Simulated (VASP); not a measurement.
# EuS3 (Fm-3m) in VASP: a series of runs

EuS3 is run at these levels: PBE; tasks: single point.

Program: VASP 6.6.1. These are calculated values, not measurements. Logs are shortened: lines on timing, memory, paths and dates and some standing lists are left out, and cuts for length are marked.

### Step 1. The cell of the first run

It takes space group Fm-3m (No. 225, cubic). The conventional cell has a = 6.878 Å, b = 6.878 Å, c = 6.878 Å, α = 90.00°, β = 90.00°, γ = 90.00°. Within 3.9 Å of Eu (site symmetry m-3m) lie 14 S at 2.98 to 3.44 Å. S (site symmetry -43m) has 4 Eu at 2.98 Å and 10 S at 2.98 to 3.44 Å within 3.9 Å. S (site symmetry m-3m) has 8 S at 2.98 Å and 6 Eu at 3.44 Å within 3.9 Å.

The cell was generated, and may not be a known phase.

### Step 2. Single point, PBE, collinear spin, ferromagnetic start

Contents of INCAR:

```
  PREC = Accurate
  ENCUT = 520
  EDIFF = 1E-6
  ISMEAR = 0
  SIGMA = 0.1
  LREAL = False
  LASPH = True
  NELM = 150
  ALGO = Normal
  ISIF = 2
  LWAVE = False
  LCHARG = False
  ISPIN = 2
  MAGMOM = 7 0 0 0
  LORBIT = 11
  LMAXMIX = 6
  GGA = PE
  NBANDS = 30
```

Contents of KPOINTS:

```
Automatic mesh
0
Gamma
  4 4 4
```

Contents of POSCAR:

```
EuS3
1.0
    0.0000000000      3.4389176630      3.4389176630
    3.4389176630      0.0000000000      3.4389176630
    3.4389176630      3.4389176630      0.0000000000
Eu S
1 3
Direct
    0.0000000000      0.0000000000      0.0000000000
    0.7500000000      0.7500000000      0.7500000000
    0.5000000000      0.5000000000      0.5000000000
    0.2500000000      0.2500000000      0.2500000000
```

Potentials or basis: VASP PAW PBE potentials, release 64 (Eu, S).

Launch:

```bash
> cat potpaw_PBE.64/Eu/POTCAR potpaw_PBE.64/S/POTCAR > POTCAR
> mpirun -np 1 vasp_std > vasp.out
```

OUTCAR:

```text
PREC = Accurate
   ENCUT = 520
   EDIFF = 1E-6
   ISMEAR = 0
   LREAL = False
   LASPH = True
   NELM = 150
   ISIF = 2
   ISPIN = 2
   LORBIT = 11
   GGA = PE

 ion  position               nearest neighbor table
   1  0.000  0.000  0.000-   2 2.98   2 2.98   2 2.98   2 2.98   4 2.98   4 2.98   4 2.98   4 2.98

   2  0.750  0.750  0.750-   1 2.98   1 2.98   1 2.98   1 2.98
   3  0.500  0.500  0.500-
   4  0.250  0.250  0.250-   1 2.98   1 2.98   1 2.98   1 2.98

  LATTYP: Found a face centered cubic cell.
 ALAT       =     6.8778353260

  Lattice vectors:

 A1 = (   0.0000000000,   3.4389176630,   3.4389176630)
 A2 = (   3.4389176630,   0.0000000000,   3.4389176630)
 A3 = (   3.4389176630,   3.4389176630,   0.0000000000)

Analysis of symmetry for initial positions (statically):
=====================================================================
 Subroutine PRICEL returns:
 Original cell was already a primitive cell.

 Routine SETGRP: Setting up the symmetry group for a
 face centered cubic supercell.

 Subroutine GETGRP returns: Found 48 space group operations
 (whereof 48 operations were pure point group operations)
 out of a pool of 48 trial point group operations.

The static configuration has the point symmetry O_h .

Analysis of symmetry for dynamics (positions and initial velocities):
=====================================================================
 Subroutine PRICEL returns:
 Original cell was already a primitive cell.

 Routine SETGRP: Setting up the symmetry group for a
 face centered cubic supercell.

 Subroutine GETGRP returns: Found 48 space group operations
 (whereof 48 operations were pure point group operations)
 out of a pool of 48 trial point group operations.

The dynamic configuration has the point symmetry O_h .

Analysis of structural, dynamic, and magnetic symmetry:
=====================================================================
 Subroutine PRICEL returns:
 Original cell was already a primitive cell.

 Routine SETGRP: Setting up the symmetry group for a
 face centered cubic supercell.

 Subroutine GETGRP returns: Found 48 space group operations
 (whereof 48 operations were pure point group operations)
 out of a pool of 48 trial point group operations.

The overall configuration has the point symmetry O_h .

 Subroutine INISYM returns: Found 48 space group operations
 (whereof 48 operations are pure point group operations),
 and found     1 'primitive' translations

----------------------------------------------------------------------------------------

                                     Primitive cell

  volume of cell :      81.3383

  direct lattice vectors                    reciprocal lattice vectors
     0.000000000  3.438917663  3.438917663    -0.145394583  0.145394583  0.145394583
     3.438917663  0.000000000  3.438917663     0.145394583 -0.145394583  0.145394583
     3.438917663  3.438917663  0.000000000     0.145394583  0.145394583 -0.145394583

  length of vectors
     4.863363999  4.863363999  4.863363999     0.251830805  0.251830805  0.251830805

  position of ions in fractional coordinates (direct lattice)
     0.000000000  0.000000000  0.000000000
     0.750000000  0.750000000  0.750000000
     0.500000000  0.500000000  0.500000000
     0.250000000  0.250000000  0.250000000

  ion indices of the primitive-cell ions
   primitive index   ion index
                 1           1
                 2           2
                 3           3
                 4           4

----------------------------------------------------------------------------------------

 KPOINTS: Automatic mesh

Automatic generation of k-mesh.
 Grid dimensions read from file:
 generate k-points for:    4    4    4

 Generating k-lattice:

  Cartesian coordinates                     Fractional coordinates (reciprocal lattice)
    -0.036348646  0.036348646  0.036348646     0.250000000  0.000000000  0.000000000
     0.036348646 -0.036348646  0.036348646     0.000000000  0.250000000  0.000000000
     0.036348646  0.036348646 -0.036348646     0.000000000  0.000000000  0.250000000

  Length of vectors
     0.062957701  0.062957701  0.062957701

  Shift w.r.t. Gamma in fractional coordinates (k-lattice)
     0.000000000  0.000000000  0.000000000

 Subroutine IBZKPT returns following result:
 ===========================================

 Found      8 irreducible k-points:

 Following reciprocal coordinates:
            Coordinates               Weight
  0.000000  0.000000  0.000000      1.000000
  0.250000  0.000000  0.000000      8.000000
  0.500000  0.000000  0.000000      4.000000
  0.250000  0.250000  0.000000      6.000000
  0.500000  0.250000  0.000000     24.000000
 -0.250000  0.250000  0.000000     12.000000
  0.500000  0.500000  0.000000      3.000000
 -0.250000  0.500000  0.250000      6.000000
   k-points           NKPTS =      8   k-points in BZ     NKDIM =      8   number of bands    NBANDS=     30
   number of dos      NEDOS =    301   number of ions     NIONS =      4
   total plane-waves  NPLWV =  46656
   dimension x,y,z NGX =    36 NGY =   36 NGZ =   36
   dimension x,y,z NGXF=    72 NGYF=   72 NGZF=   72
   ions per type =               1   3
   NGX,Y,Z   is equivalent  to a cutoff of  12.31, 12.31, 12.31 a.u.
   NGXF,Y,Z  is equivalent  to a cutoff of  24.61, 24.61, 24.61 a.u.
 SYSTEM =  unknown system
   PREC   = accura    normal or accurate (medium, high low for compatibility)
   ISTART =      0    job   : 0-new  1-cont  2-samecut
   ICHARG =      2    charge: 1-file 2-atom 10-const
   ISPIN  =      2    spin polarized calculation?
   LNONCOLLINEAR =      F non collinear calculations
   LSORBIT =      F    spin-orbit coupling
   LASPH  =      T    aspherical Exc in radial PAW
   ENCUT  =  520.0 eV  38.22 Ry    6.18 a.u.   9.04  9.04  9.04*2*pi/ulx,y,z
   NELM   =    150;   NELMIN=  2; NELMDL= -5     # of ELM steps
   EDIFF  = 0.1E-05   stopping-criterion for ELM
   LREAL  =      F    real-space projection
   EDIFFG = 0.1E-04   stopping-criterion for IOM
   NSW    =      0    number of steps for IOM
   IBRION =     -1    ionic relax: 0-MD 1-quasi-New 2-CG
   NFREE  =      0    steps in history (QN), initial steepest desc. (CG)
   ISIF   =      2    stress and relaxation
   ISYM   =      2    0-nonsym 1-usesym 2-fastsym
   POTIM  = 0.5000    time-step for ionic-motion
   TEBEG  =    0.0;   TEEND  =   0.0 temperature during run
   PSTRESS=    0.0 pullay stress
   NELECT =      35.0000    total number of electrons
   NUPDOWN=      -1.0000    fix difference up-down
   EMIN   =  10.00;   EMAX   =-10.00  energy-range for DOS
   EFERMI =   0.00;   METHOD = LEGACY
   ISMEAR =     0;   SIGMA  =   0.10  broadening in eV -4-tet -1-fermi 0-gaus
   EFERMI_NEDOS =   21; number of points for ismear=-14 and -15
   IALGO  =     38    algorithm
   IMIX   =      4    mixing-type and parameters
     AMIX     =   0.40;   BMIX     =  1.00
     AMIX_MAG =   1.60;   BMIX_MAG =  1.00
  volume/ion in A,a.u.               =      20.33       137.22
  Fermi-wavevector in a.u.,A,eV,Ry     =   1.235945  2.335597 20.783709  1.527560
  Thomas-Fermi vector in A             =   2.370574
   LORBIT       =     11    0 simple, 1 ext, 2 COOP (PROOUT), +10 PAW based schemes
   GGA     = PE    functional components
   LHFCALC =     F    Hartree Fock is set to
   AEXX    =    0.0000 exact exchange contribution
   IVDW    =     0    specifies the selected vdW correction
   LEPSILON=     F    determine dielectric tensor
   LRPA    =     F    only Hartree local field effects (RPA)
 spin polarized calculation
 Gauss-broadening in eV      SIGMA  =   0.10
  energy-cutoff  :      520.00
  volume of cell :       81.34
 maximum number of plane-waves:      2209
   NGX = 19   NGY = 19   NGZ = 19

 number of electron      34.9999997 magnetization       7.9453594

 Free energy of the ion-electron system (eV)
  ---------------------------------------------------
  ext. energy  EPLUGINS =         0.00000000
  ---------------------------------------------------
  free energy    TOTEN  =       -25.31597519 eV

  energy without entropy =      -25.27529817  energy(sigma->0) =      -25.29563668

 E-fermi :   4.8014     XC(G=0): -10.5122

 val. band max:        4.7819830745   @ k =   0.5000   0.2500   0.0000
 cond. band min:       4.8100081595   @ k =   0.5000   0.2500   0.0000
 fundamental gap:      0.0280250850
 Fermi energy:         4.8014270727

 spin component 1

 k-point     1 :       0.0000    0.0000    0.0000
  band No.  band energies     occupation
      1     -36.2868      1.00000
      2     -14.9082      1.00000
      3     -14.9082      1.00000
      4     -14.9082      1.00000
      5      -9.5280      1.00000
      6      -6.4136      1.00000
[... 223 lines left out ...]
      6      -7.1971      1.00000
[... 21 lines left out ...]
     28      10.1082      0.00000
     29      11.6812      0.00000
 Fermi energy:         4.8014270727

 spin component 2

 k-point     1 :       0.0000    0.0000    0.0000
  band No.  band energies     occupation
      1     -33.3043      1.00000
      2     -12.7623      1.00000
      3     -12.7623      1.00000
      4     -12.7623      1.00000
      5      -9.0842      1.00000
      6      -6.1666      1.00000
[... 223 lines left out ...]
      6      -6.8816      1.00000
[... 21 lines left out ...]
     28      10.9450      0.00000
     29      12.4613      0.00000
 [bands above 29 left out]

------------------------ aborting loop because EDIFF is reached ----------------------------------------

  FORCE on cell =-STRESS in cart. coord.  units (eV):
  Direction    XX          YY          ZZ          XY          YZ          ZX
  --------------------------------------------------------------------------------------
  -------------------------------------------------------------------------------------
  Total       -0.2075226     -0.2075226     -0.2075226      0.0000000      0.0000000      0.0000000
  in kB       -4.0877157     -4.0877157     -4.0877157      0.0000000      0.0000000      0.0000000
  external PRESSURE =      -4.0877157 kB  Pullay stress =       0.0000000 kB

 VOLUME and BASIS-vectors are now :
 -----------------------------------------------------------------------------
  energy-cutoff  :      520.00
  volume of cell :       81.34
      direct lattice vectors                 reciprocal lattice vectors
     0.000000000  3.438917663  3.438917663    -0.145394583  0.145394583  0.145394583
     3.438917663  0.000000000  3.438917663     0.145394583 -0.145394583  0.145394583
     3.438917663  3.438917663  0.000000000     0.145394583  0.145394583 -0.145394583

 POSITION                                       TOTAL-FORCE (eV/Angst)
 -----------------------------------------------------------------------------------
      0.00000      0.00000      0.00000        -0.000000      0.000000     -0.000000
      5.15838      5.15838      5.15838        -0.000000     -0.000000      0.000000
      3.43892      3.43892      3.43892        -0.000000      0.000000     -0.000000
      1.71946      1.71946      1.71946         0.000000      0.000000     -0.000000
 -----------------------------------------------------------------------------------
    total drift:                               -0.000000      0.000000      0.000000

  FREE ENERGIE OF THE ION-ELECTRON SYSTEM (eV)
  ---------------------------------------------------
  free  energy   TOTEN  =       -25.3159751931 eV

  energy  without entropy=      -25.2752981666  energy(sigma->0) =      -25.29563668

 total charge

# of ion       s       p       d       f       tot
--------------------------------------------------
    1        2.033   5.729   0.380   6.449  14.591
    2        1.376   2.270   0.000   0.000   3.646
    3        1.423   2.081   0.000   0.000   3.504
    4        1.376   2.270   0.000   0.000   3.646
--------------------------------------------------
tot          6.208  12.350   0.380   6.449  25.387

 magnetization (x)

# of ion       s       p       d       f       tot
--------------------------------------------------
    1       -0.010  -0.099   0.098   6.388   6.377
    2        0.006   0.142   0.000   0.000   0.148
    3        0.013   0.472   0.000   0.000   0.484
    4        0.006   0.142   0.000   0.000   0.148
--------------------------------------------------
tot          0.014   0.657   0.098   6.388   7.157
```

It took 13 min on 1 thread of Intel Xeon 8259CL, shared host; peak memory 0.27 GiB.

What came out:

* Free energy: -25.3160 eV
* Pressure: -0.4 GPa
* Net moment: 7.95 μB per cell
* Site moments: Eu +6.38; S +0.15, +0.48 (each value once) μB
* Valence electrons inside the program's atomic spheres: Eu 14.59; S 3.65, 3.50 (each value once)

Caveat: the k points lie up to 0.40 Å⁻¹ apart; spin-orbit coupling is left out, which moves the levels of the heavy elements; a cell with one magnetic atom can't hold antiferromagnetic order, which such compounds often take; semilocal functionals describe open f shells poorly, which spoils levels, moments and volumes.

[end of part 1 of 2]
